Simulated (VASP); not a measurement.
# Pd (P6_3/mmc) in VASP: single point with PBE

Aim: the single point of Pd with PBE.

All numbers are computed with VASP 6.6.1; they aren't measurements. Logs are shortened: lines on timing, memory, paths and dates and some standing lists are left out, and cuts for length are marked.

### Step 1. The cell of the first run

The structure is hexagonal, space group P6_3/mmc (No. 194). The conventional cell has a = 2.764 Å, b = 2.764 Å, c = 4.652 Å, α = 90.00°, β = 90.00°, γ = 120.00°. Within 3.6 Å of Pd (site symmetry -6m2) lie 12 Pd at 2.76 to 2.82 Å.

### Step 2. Single point, PBE

Input file INCAR:

```
ALGO = Normal ; EDIFF = 1E-6
ENCUT = 520 ; GGA = PE
ISIF = 2 ; ISMEAR = 0
LASPH = T ; LCHARG = T
LELF = T ; LREAL = F
LVHAR = T ; LWAVE = F
NBANDS = 17 ; NELM = 100
PREC = Accurate ; SIGMA = 0.05
```

Input file KPOINTS:

```
k-points
0
Gamma
  18 18 10
```

Input file POSCAR:

```
Pd
1.0
    2.7638718959      0.0000000000      0.0000000000
   -1.3819359480      2.3935832746      0.0000000000
    0.0000000000      0.0000000000      4.6523554298
Pd
2
Direct
    0.3333333333      0.6666666667      0.7500000000
    0.6666666667      0.3333333333      0.2500000000
```

Potentials or basis: VASP PAW PBE potentials, release 64 (Pd).

Run with:

```console
$ cat potpaw_PBE.64/Pd/POTCAR > POTCAR
$ mpirun -np 1 vasp_std > vasp.out
```

OUTCAR:

```text
EDIFF = 1E-6
   ENCUT = 520
   GGA = PE
   ISIF = 2
   ISMEAR = 0
   LASPH = T
   LREAL = F
   NELM = 100
   PREC = Accurate

 ion  position               nearest neighbor table
   1  0.333  0.667  0.750-   2 2.82   2 2.82   2 2.82   2 2.82   2 2.82   2 2.82
   2  0.667  0.333  0.250-   1 2.82   1 2.82   1 2.82   1 2.82   1 2.82   1 2.82

  LATTYP: Found a hexagonal cell.
 ALAT       =     2.7638718959
 C/A-ratio  =     1.6832746252

  Lattice vectors:

 A1 = (   2.7638718959,   0.0000000000,   0.0000000000)
 A2 = (  -1.3819359480,   2.3935832746,   0.0000000000)
 A3 = (   0.0000000000,   0.0000000000,   4.6523554298)

Analysis of symmetry for initial positions (statically):
=====================================================================
 Subroutine PRICEL returns:
 Original cell was already a primitive cell.

 Routine SETGRP: Setting up the symmetry group for a
 hexagonal supercell.

 Subroutine GETGRP returns: Found 24 space group operations
 (whereof 12 operations were pure point group operations)
 out of a pool of 24 trial point group operations.

The static configuration has the point symmetry D_3d.
 The point group associated with its full space group is D_6h.

Analysis of symmetry for dynamics (positions and initial velocities):
=====================================================================
 Subroutine PRICEL returns:
 Original cell was already a primitive cell.

 Routine SETGRP: Setting up the symmetry group for a
 hexagonal supercell.

 Subroutine GETGRP returns: Found 24 space group operations
 (whereof 12 operations were pure point group operations)
 out of a pool of 24 trial point group operations.

The dynamic configuration has the point symmetry D_3d.
 The point group associated with its full space group is D_6h.

 Subroutine INISYM returns: Found 24 space group operations
 (whereof 12 operations are pure point group operations),
 and found     1 'primitive' translations

----------------------------------------------------------------------------------------

                                     Primitive cell

  volume of cell :      30.7779

  direct lattice vectors                    reciprocal lattice vectors
     2.763871896  0.000000000  0.000000000     0.361811270  0.208891834  0.000000000
    -1.381935948  2.393583275  0.000000000     0.000000000  0.417783668  0.000000000
     0.000000000  0.000000000  4.652355430     0.000000000  0.000000000  0.214944884

  length of vectors
     2.763871896  2.763871896  4.652355430     0.417783668  0.417783668  0.214944884

  position of ions in fractional coordinates (direct lattice)
     0.333333333  0.666666667  0.750000000
     0.666666667  0.333333333  0.250000000

  ion indices of the primitive-cell ions
   primitive index   ion index
                 1           1
                 2           2

----------------------------------------------------------------------------------------

 KPOINTS: k-points

Automatic generation of k-mesh.
 Grid dimensions read from file:
 generate k-points for:   18   18   10

 Generating k-lattice:

  Cartesian coordinates                     Fractional coordinates (reciprocal lattice)
     0.020100626  0.011605102  0.000000000     0.055555556 -0.000000000  0.000000000
     0.000000000  0.023210204  0.000000000     0.000000000  0.055555556  0.000000000
     0.000000000  0.000000000  0.021494488     0.000000000  0.000000000  0.100000000

  Length of vectors
     0.023210204  0.023210204  0.021494488

  Shift w.r.t. Gamma in fractional coordinates (k-lattice)
     0.000000000  0.000000000  0.000000000

 Subroutine IBZKPT returns following result:
 ===========================================

 Found    222 irreducible k-points:

 Following reciprocal coordinates:
            Coordinates               Weight
  0.000000  0.000000  0.000000      1.000000
  0.055556 -0.000000  0.000000      6.000000
  0.111111 -0.000000  0.000000      6.000000
  0.166667 -0.000000  0.000000      6.000000
  0.222222 -0.000000  0.000000      6.000000
  0.277778 -0.000000  0.000000      6.000000
[... 16 lines left out ...]
  0.333333  0.111111  0.000000     12.000000
  0.388889  0.111111  0.000000     12.000000
 [... further k-points ...]
   k-points           NKPTS =    222   k-points in BZ     NKDIM =    222   number of bands    NBANDS=     17
   number of dos      NEDOS =    301   number of ions     NIONS =      2
   total plane-waves  NPLWV =  20736
   dimension x,y,z NGX =    24 NGY =   24 NGZ =   36
   dimension x,y,z NGXF=    48 NGYF=   48 NGZF=   72
   ions per type =               2
   NGX,Y,Z   is equivalent  to a cutoff of  14.44, 14.44, 12.86 a.u.
   NGXF,Y,Z  is equivalent  to a cutoff of  28.87, 28.87, 25.73 a.u.
 SYSTEM =  unknown system
   PREC   = accura    normal or accurate (medium, high low for compatibility)
   ISTART =      0    job   : 0-new  1-cont  2-samecut
   ICHARG =      2    charge: 1-file 2-atom 10-const
   ISPIN  =      1    spin polarized calculation?
   LNONCOLLINEAR =      F non collinear calculations
   LSORBIT =      F    spin-orbit coupling
   LASPH  =      T    aspherical Exc in radial PAW
   ENCUT  =  520.0 eV  38.22 Ry    6.18 a.u.   5.14  5.14  8.65*2*pi/ulx,y,z
   NELM   =    100;   NELMIN=  2; NELMDL= -5     # of ELM steps
   EDIFF  = 0.1E-05   stopping-criterion for ELM
   LREAL  =      F    real-space projection
[... 7 lines left out ...]
   TEBEG  =    0.0;   TEEND  =   0.0 temperature during run
   PSTRESS=    0.0 pullay stress
   NELECT =      20.0000    total number of electrons
   NUPDOWN=      -1.0000    fix difference up-down
   EMIN   =  10.00;   EMAX   =-10.00  energy-range for DOS
   EFERMI =   0.00;   METHOD = LEGACY
   ISMEAR =     0;   SIGMA  =   0.05  broadening in eV -4-tet -1-fermi 0-gaus
   EFERMI_NEDOS =   21; number of points for ismear=-14 and -15
   IALGO  =     38    algorithm
   IMIX   =      4    mixing-type and parameters
     AMIX     =   0.40;   BMIX     =  1.00
     AMIX_MAG =   1.60;   BMIX_MAG =  1.00
  volume/ion in A,a.u.               =      15.39       103.85
  Fermi-wavevector in a.u.,A,eV,Ry     =   1.417985  2.679604 27.356992  2.010682
  Thomas-Fermi vector in A             =   2.539158
   LORBIT       =      0    0 simple, 1 ext, 2 COOP (PROOUT), +10 PAW based schemes
   GGA     = PE    functional components
   LHFCALC =     F    Hartree Fock is set to
   AEXX    =    0.0000 exact exchange contribution
   IVDW    =     0    specifies the selected vdW correction
   LEPSILON=     F    determine dielectric tensor
   LRPA    =     F    only Hartree local field effects (RPA)
 non-spin polarized calculation
 Gauss-broadening in eV      SIGMA  =   0.05
  energy-cutoff  :      520.00
  volume of cell :       30.78
 maximum number of plane-waves:       844
 NGX is ok and might be reduce to    24
   NGX = 11   NGY = 11   NGZ = 17

 number of electron      20.0000006 magnetization

 Free energy of the ion-electron system (eV)
  ---------------------------------------------------
  ext. energy  EPLUGINS =         0.00000000
  ---------------------------------------------------
  free energy    TOTEN  =       -10.37212257 eV

  energy without entropy =      -10.36451765  energy(sigma->0) =      -10.36832011

 E-fermi :   9.0821     XC(G=0): -12.9184

 val. band max:        9.0796175330   @ k =   0.5000  -0.0000   0.3000
 cond. band min:       9.0829332762   @ k =   0.3889  -0.0000   0.1000
 fundamental gap:      0.0033157433
 Fermi energy:         9.0820669786

 k-point     1 :       0.0000    0.0000    0.0000
  band No.  band energies     occupation
      1       2.2678      2.00000
      2       4.0894      2.00000
      3       6.2761      2.00000
      4       6.5138      2.00000
      5       6.5138      2.00000
      6       6.8300      2.00000
[... 9 lines left out ...]
     16      28.5748      0.00000
     17      31.1572      0.00000

 k-point     2 :       0.0556   -0.0000    0.0000
  band No.  band energies     occupation
      1       2.3669      2.00000
      2       4.1613      2.00000
      3       6.2312      2.00000
      4       6.5486      2.00000
      5       6.5789      2.00000
      6       6.7963      2.00000
[... 9 lines left out ...]
     16      28.4904      0.00000
     17      30.4248      0.00000

 k-point     3 :       0.1111   -0.0000    0.0000
  band No.  band energies     occupation
      1       2.6554      2.00000
      2       4.3593      2.00000
      3       6.1059      2.00000
      4       6.6160      2.00000
      5       6.7588      2.00000
      6       6.7704      2.00000
[... 9 lines left out ...]
     16      28.0252      0.00000
     17      29.0891      0.00000

 k-point     4 :       0.1667   -0.0000    0.0000
  band No.  band energies     occupation
      1       3.1034      2.00000
      2       4.6160      2.00000
      3       5.9660      2.00000
      4       6.5231      2.00000
      5       6.6750      2.00000
      6       6.9606      2.00000
[... 9 lines left out ...]
     16      27.8924      0.00000
     17      28.4054      0.00000

 k-point     5 :       0.2222   -0.0000    0.0000
  band No.  band energies     occupation
      1       3.6426      2.00000
      2       4.7806      2.00000
      3       5.9527      2.00000
      4       6.1058      2.00000
      5       6.4309      2.00000
      6       7.1049      2.00000
[... 9 lines left out ...]
     16      27.4130      0.00000
     17      28.1185      0.00000

 k-point     6 :       0.2778   -0.0000    0.0000
  band No.  band energies     occupation
      1       4.1349      2.00000
      2       4.7396      2.00000
      3       5.6097      2.00000
      4       6.1621      2.00000
      5       6.4727      2.00000
      6       6.9389      2.00000
[... 9 lines left out ...]
     16      26.1311      0.00000
     17      27.6464      0.00000
[... 281 lines left out ...]
 k-point    21 :       0.2222    0.1111    0.0000
  band No.  band energies     occupation
      1       4.4080      2.00000
      2       4.9627      2.00000
      3       5.5600      2.00000
      4       5.8037      2.00000
      5       6.5167      2.00000
      6       6.6334      2.00000
[... 9 lines left out ...]
     16      26.1336      0.00000
     17      28.0388      0.00000

 k-point    22 :       0.2778    0.1111    0.0000
  band No.  band energies     occupation
      1       4.6801      2.00000
      2       4.8251      2.00000
      3       5.2068      2.00000
      4       6.1635      2.00000
      5       6.5291      2.00000
      6       6.6862      2.00000
[... 9 lines left out ...]
     16      25.0568      0.00000
     17      26.1173      0.00000

 k-point    23 :       0.3333    0.1111    0.0000
  band No.  band energies     occupation
      1       4.5857      2.00000
      2       4.8349      2.00000
      3       4.9477      2.00000
      4       6.4787      2.00000
      5       6.6141      2.00000
      6       6.8899      2.00000
[... 9 lines left out ...]
     16      23.9884      0.00000
     17      24.2501      0.00000

 k-point    24 :       0.3889    0.1111    0.0000
  band No.  band energies     occupation
      1       4.4771      2.00000
      2       4.7898      2.00000
      3       4.8260      2.00000
      4       6.4786      2.00000
      5       6.7461      2.00000
      6       6.9614      2.00000
[... 9 lines left out ...]
     16      22.6868      0.00000
     17      23.0382      0.00000

 [... further k-points ...]
[... 5 lines left out ...]
  --------------------------------------------------------------------------------------
  -------------------------------------------------------------------------------------
  Total       -0.0494382     -0.0494382     -0.0469936      0.0000000     -0.0000000      0.0000000
  in kB       -2.5735567     -2.5735567     -2.4463019      0.0000000     -0.0000000      0.0000000
  external PRESSURE =      -2.5311384 kB  Pullay stress =       0.0000000 kB

 VOLUME and BASIS-vectors are now :
 -----------------------------------------------------------------------------
  energy-cutoff  :      520.00
  volume of cell :       30.78
      direct lattice vectors                 reciprocal lattice vectors
     2.763871896  0.000000000  0.000000000     0.361811270  0.208891834  0.000000000
    -1.381935948  2.393583275  0.000000000     0.000000000  0.417783668  0.000000000
     0.000000000  0.000000000  4.652355430     0.000000000  0.000000000  0.214944884

 POSITION                                       TOTAL-FORCE (eV/Angst)
 -----------------------------------------------------------------------------------
     -0.00000      1.59572      3.48927         0.000000      0.000000      0.000000
      1.38194      0.79786      1.16309        -0.000000      0.000000      0.000000
 -----------------------------------------------------------------------------------
    total drift:                               -0.000000      0.000000     -0.000000

  FREE ENERGIE OF THE ION-ELECTRON SYSTEM (eV)
  ---------------------------------------------------
  free  energy   TOTEN  =       -10.3721225677 eV

  energy  without entropy=      -10.3645176499  energy(sigma->0) =      -10.36832011
```

Run time: 48 s. Hardware: 1 thread of Intel Xeon Platinum 8559C (Emerald Rapids), shared host; peak memory 0.22 GiB.

Results:

- Free energy: -10.3721 eV
- Pressure: -0.3 GPa
- Band gap on the k mesh: zero (band 10 reaches 9.30 eV, above the bottom of band 11 at 8.44 eV)

Levels at points of the mesh, in eV from the Fermi level:
```tsv
k point	band 8	band 9	band 10	band 11	band 12	band 13
(0.00, 0.00, 0.00)	-1.50	-1.50	-0.21	-0.21	0.87	6.56
(0.50, 0.00, 0.00)	0.01	0.05	0.21	2.59	4.47	9.42
(0.00, 0.00, 0.50)	-2.59	-0.64	-0.64	-0.64	-0.64	13.54
(0.50, 0.00, 0.50)	-0.42	0.15	0.15	2.67	2.67	8.00
```
